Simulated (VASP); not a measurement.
# CdSe (F-43m) in VASP: further runs

The runs below take CdSe through elastic constants, with LDA.

All numbers are computed with VASP 6.6.1; they aren't measurements. Logs are shortened: lines on timing, memory, paths and dates and some standing lists are left out, and cuts for length are marked.

**1. The cell of the first run**

It takes space group F-43m (No. 216, cubic). The conventional cell has a = 5.946 Å, b = 5.946 Å, c = 5.946 Å, α = 90.00°, β = 90.00°, γ = 90.00°. Cd (site symmetry -43m) has 4 Se at 2.57 Å within 3.4 Å. Within 3.4 Å of Se (site symmetry -43m) lie 4 Cd at 2.57 Å.

**2. Elastic constants, LDA**

Input file INCAR:

```
SYSTEM = CdSe
ALGO     = Normal         ! electronic algorithm
EDIFF    = 1E-8           ! SCF threshold, eV
ENCUT    = 600            ! plane-wave cutoff, eV
IBRION   = 6              ! ionic algorithm
ISIF     = 3              ! what is computed and relaxed
ISMEAR   = 0              ! smearing method
LASPH    = .TRUE.         ! aspherical terms in the spheres
LCHARG   = .FALSE.        ! write CHGCAR
LREAL    = .FALSE.        ! projectors in reciprocal space
LWAVE    = .FALSE.        ! write WAVECAR
NELM     = 60             ! most SCF steps
NFREE    = 2            
NSW      = 1              ! ionic steps
POTIM    = 0.015          ! step
PREC     = Accurate       ! precision mode
SIGMA    = 0.01           ! smearing width, eV
```

Input file KPOINTS:

```
k-points
0
G
  6 6 6
  0 0 0
```

Input file POSCAR:

```
CdSe
1.0
    0.0000000000      2.9728087877      2.9728087877
    2.9728087877      0.0000000000      2.9728087877
    2.9728087877      2.9728087877      0.0000000000
Cd Se
1 1
Direct
    0.0000000000      0.0000000000      0.0000000000
    0.7500000000      0.7500000000      0.7500000000
```

Potentials or basis: VASP PAW LDA potentials, release 64 (Cd, Se).

On the command line:

```bash
cat potpaw_LDA.64/Cd/POTCAR potpaw_LDA.64/Se/POTCAR > POTCAR
mpirun -np 1 vasp_std > vasp.out
```

OUTCAR:

```text
SYSTEM = CdSe
   EDIFF = 1E-8
   ENCUT = 600
   IBRION = 6
   ISIF = 3
   ISMEAR = 0
   LASPH = .TRUE.
   LREAL = .FALSE.
   NELM = 60
   NFREE = 2
   NSW = 1
   POTIM = 0.015
   PREC = Accurate

 ion  position               nearest neighbor table
   1  0.000  0.000  0.000-   2 2.57   2 2.57   2 2.57   2 2.57
   2  0.750  0.750  0.750-   1 2.57   1 2.57   1 2.57   1 2.57

  LATTYP: Found a face centered cubic cell.
 ALAT       =     5.9456175754

  Lattice vectors:

 A1 = (   0.0000000000,   2.9728087877,   2.9728087877)
 A2 = (   2.9728087877,   0.0000000000,   2.9728087877)
 A3 = (   2.9728087877,   2.9728087877,   0.0000000000)

Analysis of symmetry for initial positions (statically):
=====================================================================
 Subroutine PRICEL returns:
 Original cell was already a primitive cell.

 Routine SETGRP: Setting up the symmetry group for a
 face centered cubic supercell.

 Subroutine GETGRP returns: Found 24 space group operations
 (whereof 24 operations were pure point group operations)
 out of a pool of 48 trial point group operations.

The static configuration has the point symmetry T_d .

Analysis of symmetry for dynamics (positions and initial velocities):
=====================================================================
 Subroutine PRICEL returns:
 Original cell was already a primitive cell.

 Routine SETGRP: Setting up the symmetry group for a
 face centered cubic supercell.

 Subroutine GETGRP returns: Found 24 space group operations
 (whereof 24 operations were pure point group operations)
 out of a pool of 48 trial point group operations.

The dynamic configuration has the point symmetry T_d .

 Subroutine INISYM returns: Found 24 space group operations
 (whereof 24 operations are pure point group operations),
 and found     1 'primitive' translations

----------------------------------------------------------------------------------------

                                     Primitive cell

  volume of cell :      52.5449

  direct lattice vectors                    reciprocal lattice vectors
     0.000000000  2.972808788  2.972808788    -0.168191107  0.168191107  0.168191107
     2.972808788  0.000000000  2.972808788     0.168191107 -0.168191107  0.168191107
     2.972808788  2.972808788  0.000000000     0.168191107  0.168191107 -0.168191107

  length of vectors
     4.204186506  4.204186506  4.204186506     0.291315542  0.291315542  0.291315542

  position of ions in fractional coordinates (direct lattice)
     0.000000000  0.000000000  0.000000000
     0.750000000  0.750000000  0.750000000

  ion indices of the primitive-cell ions
   primitive index   ion index
                 1           1
                 2           2

----------------------------------------------------------------------------------------

 KPOINTS: k-points

Automatic generation of k-mesh.
 Grid dimensions read from file:
 generate k-points for:    6    6    6

 Generating k-lattice:

  Cartesian coordinates                     Fractional coordinates (reciprocal lattice)
    -0.028031851  0.028031851  0.028031851     0.166666667  0.000000000  0.000000000
     0.028031851 -0.028031851  0.028031851     0.000000000  0.166666667  0.000000000
[... 100 lines left out ...]

------------------------ aborting loop because EDIFF is reached ----------------------------------------

  FORCE on cell =-STRESS in cart. coord.  units (eV):
  Direction    XX          YY          ZZ          XY          YZ          ZX
  --------------------------------------------------------------------------------------
  -------------------------------------------------------------------------------------
  Total        0.8120206      0.8120206      0.8120206      0.0000000      0.0000000      0.0000000
  in kB       24.7597765     24.7597765     24.7597765      0.0000000      0.0000000      0.0000000
  external PRESSURE =      24.7597765 kB  Pullay stress =       0.0000000 kB
[... 89 lines left out ...]
  FREE ENERGIE OF THE ION-ELECTRON SYSTEM (eV)
  ---------------------------------------------------
  free  energy   TOTEN  =        -6.7254372410 eV

  energy  without entropy=       -6.7254372410  energy(sigma->0) =       -6.72543724

[... ionic steps 4 to 14 ...]

--------------------------------------- Ionic step       15  -------------------------------------------

 number of electron      18.0000000 magnetization

------------------------ aborting loop because EDIFF is reached ----------------------------------------
[... 67 lines left out ...]
--------------------------------------- Ionic step       17  -------------------------------------------

 number of electron      18.0000000 magnetization

 Free energy of the ion-electron system (eV)
  ---------------------------------------------------
  ext. energy  EPLUGINS =         0.00000000
  ---------------------------------------------------
  free energy    TOTEN  =        -6.73992883 eV

  energy without entropy =       -6.73992883  energy(sigma->0) =       -6.73992883

 E-fermi :   1.4876     XC(G=0):  -9.5941

 val. band max:        1.4082955534   @ k =   0.0000   0.0000   0.0000
 cond. band min:       1.9003863859   @ k =   0.0000   0.0000   0.0000
 fundamental gap:      0.4920908325
 Fermi energy:         1.4876060580

 k-point     1 :       0.0000    0.0000    0.0000
  band No.  band energies     occupation
      1     -11.6563      2.00000
      2      -6.8327      2.00000
      3      -6.8218      2.00000
      4      -6.8110      2.00000
      5      -6.3639      2.00000
      6      -6.3638      2.00000
      7       1.3930      2.00000
      8       1.4011      2.00000
      9       1.4083      2.00000
     10       1.9004      0.00000
     11       7.1785      0.00000
     12       7.1865      0.00000
     13       7.1956      0.00000
[... 354 lines left out ...]
  band No.  band energies     occupation
      1     -11.1764      2.00000
      2      -6.6861      2.00000
      3      -6.6459      2.00000
      4      -6.4011      2.00000
      5      -6.3289      2.00000
      6      -6.0025      2.00000
      7      -3.2169      2.00000
      8      -0.4071      2.00000
      9       0.1833      2.00000
     10       4.7378      0.00000
     11       6.8777      0.00000
     12       8.4780      0.00000
     13       8.6512      0.00000

 [... further k-points ...]
[... 5 lines left out ...]
  --------------------------------------------------------------------------------------
  -------------------------------------------------------------------------------------
  Total        0.8124979      0.8150298      0.8150298      0.0000000     -0.1278920      0.0000000
  in kB       24.7743299     24.8515308     24.8515308      0.0000000     -3.8996270      0.0000000
  external PRESSURE =      24.8257972 kB  Pullay stress =       0.0000000 kB
[... 17 lines left out ...]
  FREE ENERGIE OF THE ION-ELECTRON SYSTEM (eV)
  ---------------------------------------------------
  free  energy   TOTEN  =        -6.7399288281 eV

  energy  without entropy=       -6.7399288281  energy(sigma->0) =       -6.73992883

 INTERNAL STRAIN TENSORS FROM STRAINED CELLS
 ============================================

 INTERNAL STRAIN TENSOR FOR ION    1 for displacements in x,y,z  (eV/Angst):
          X           Y           Z          XY          YZ          ZX
  --------------------------------------------------------------------------------
  x     0.00000     0.00000     0.00000     0.00000    -8.52430     0.00000
  y    -0.00000    -0.00000     0.00000    -0.00000    -0.00000    -8.52412
  z     0.00000     0.00000     0.00000    -8.52564     0.00000     0.00000

 INTERNAL STRAIN TENSORS FROM DISPLACED ATOMS
 ============================================

 INTERNAL STRAIN TENSOR FOR ION    1 for displacements in x,y,z  (eV/Angst):
          X           Y           Z          XY          YZ          ZX
  --------------------------------------------------------------------------------
  x     0.00000     0.00000     0.00000     0.00000    -8.51729     0.00000
  y     0.00000     0.00000     0.00000     0.00000     0.00000    -8.51729
  z     0.00000     0.00000     0.00000    -8.51729     0.00000     0.00000

 INTERNAL STRAIN TENSOR FOR ION    2 for displacements in x,y,z  (eV/Angst):
          X           Y           Z          XY          YZ          ZX
  --------------------------------------------------------------------------------
  x    -0.00000     0.00000     0.00000     0.00000     8.51961     0.00000
  y     0.00000    -0.00000     0.00000     0.00000     0.00000     8.51961
  z     0.00000     0.00000    -0.00000     8.51961     0.00000     0.00000

 Eigenvectors and eigenvalues of the dynamical matrix
 ----------------------------------------------------

   1 f  =    5.649629 THz    35.497667 2PiTHz  188.451346 cm-1    23.364979 meV
             X         Y         Z           dx          dy          dz
      0.000000  0.000000  0.000000     0.000000    0.642516    0.000000
      4.459213  4.459213  4.459213     0.000000   -0.766273    0.000000
[... 21 lines left out ...]
   6 f/i=    0.001289 THz     0.008098 2PiTHz    0.042991 cm-1     0.005330 meV
             X         Y         Z           dx          dy          dz
      0.000000  0.000000  0.000000     0.000000    0.000000    0.766273
      4.459213  4.459213  4.459213     0.000000    0.000000    0.642516

--------------------------------------------------------------------------------------------------------

 ELASTIC MODULI CONTR FROM IONIC RELAXATION (kBar)
 Direction    XX          YY          ZZ          XY          YZ          ZX
 --------------------------------------------------------------------------------
 XX          -0.0000     -0.0000     -0.0000      0.0000      0.0000      0.0000
 YY          -0.0000     -0.0000     -0.0000      0.0000      0.0000      0.0000
 ZZ          -0.0000     -0.0000     -0.0000      0.0000      0.0000      0.0000
 XY           0.0000      0.0000      0.0000   -365.2475     -0.0000      0.0000
 YZ           0.0000      0.0000      0.0000     -0.0000   -365.2475      0.0000
 ZX           0.0000      0.0000      0.0000      0.0000      0.0000   -365.2475
 --------------------------------------------------------------------------------

 TOTAL ELASTIC MODULI (kBar)
 Direction    XX          YY          ZZ          XY          YZ          ZX
 --------------------------------------------------------------------------------
 XX         774.3904    615.1355    615.1355      0.0000      0.0000     -0.0000
 YY         615.1355    774.3904    615.1355     -0.0000      0.0000      0.0000
 ZZ         615.1355    615.1355    774.3904      0.0000      0.0000     -0.0000
 XY           0.0000     -0.0000      0.0000    222.5325     -0.0000      0.0000
 YZ           0.0000      0.0000      0.0000     -0.0000    222.5325      0.0000
 ZX          -0.0000      0.0000     -0.0000      0.0000      0.0000    222.5325
 --------------------------------------------------------------------------------
```

Wall time 3 min (1 thread of Intel Xeon 6975P-C (Granite Rapids), shared host); peak memory 0.25 GiB.

What came out:

```yaml
Elastic_constants_C11_C12_C44: 77, 62, 22 GPa
Voigt_bulk_modulus: 67 GPa
Highest_phonon_frequency_at_Γ_LO-TO_splitting_left_out: 188 cm⁻¹
```

Phonon frequencies in cm⁻¹ (negative: imaginary):
```tsv
q point	frequencies
(0.000, 0.000, 0.000)	0 0 0 188 188 188
```

Elastic tensor in Voigt notation (GPa, in the Cartesian axes of the cell as first typed):
```
77 62 62  0  0  0
62 77 62  0  0  0
62 62 77  0  0  0
 0  0  0 22  0  0
 0  0  0  0 22  0
 0  0  0  0  0 22
```

Clamped-ion elastic tensor (GPa):
```
77 62 62  0  0  0
62 77 62  0  0  0
62 62 77  0  0  0
 0  0  0 59  0  0
 0  0  0  0 59  0
 0  0  0  0  0 59
```

Caveat: the cell is under stress, which shifts elastic constants.

**3. Elastic constants, LDA**

This run uses another cell than the first one, of 26.67 Å³/atom, 1.015 times its volume.

Input file INCAR:

```
SYSTEM = CdSe
  PREC = Accurate
  ENCUT = 600
  EDIFF = 1E-8
  ISMEAR = 0
  SIGMA = 0.01
  LREAL = .False.
  LASPH = .True.
  NELM = 80
  ALGO = Normal
  ISIF = 3
  LWAVE = .False.
  LCHARG = .True.
  NBANDS = 16
  IBRION = 6
  NFREE = 2
  POTIM = 0.015
  NSW = 1
```

Input file KPOINTS:

```
regular mesh
0
Gamma
  6 6 6
  0 0 0
```

Input file POSCAR:

```
CdSe
1.0
    0.0000000000      2.9876231244      2.9876231244
    2.9876231244      0.0000000000      2.9876231244
    2.9876231244      2.9876231244      0.0000000000
Cd Se
1 1
Direct
    0.0000000000      0.0000000000      0.0000000000
    0.7500000000      0.7500000000      0.7500000000
```

Potentials or basis: VASP PAW LDA potentials, release 64 (Cd, Se).

On the command line:

```bash
cat potpaw_LDA.64/Cd/POTCAR potpaw_LDA.64/Se/POTCAR > POTCAR
mpirun -np 1 vasp_std > vasp.out
```

Run time: 3.8 min. Hardware: 1 thread of Intel Xeon 6975P-C (Granite Rapids), shared host; peak memory 0.26 GiB.

The run converged. Its results:

- Elastic constants C11, C12, C44: 75, 58, 23 GPa
- Voigt bulk modulus: 63 GPa
- Highest phonon frequency at Γ, LO-TO splitting left out: 184 cm⁻¹

Phonon frequencies in cm⁻¹ (negative: imaginary):
```
              q point        frequencies
(0.000, 0.000, 0.000)  0 0 0 184 184 184
```

Elastic tensor in Voigt notation (GPa, in the Cartesian axes of the cell as first typed):
```
75 58 58  0  0  0
58 75 58  0  0  0
58 58 75  0  0  0
 0  0  0 23  0  0
 0  0  0  0 23  0
 0  0  0  0  0 23
```

Clamped-ion elastic tensor (GPa):
```
75 58 58  0  0  0
58 75 58  0  0  0
58 58 75  0  0  0
 0  0  0 55  0  0
 0  0  0  0 55  0
 0  0  0  0  0 55
```

Caveat: the cell is under stress, which shifts elastic constants.
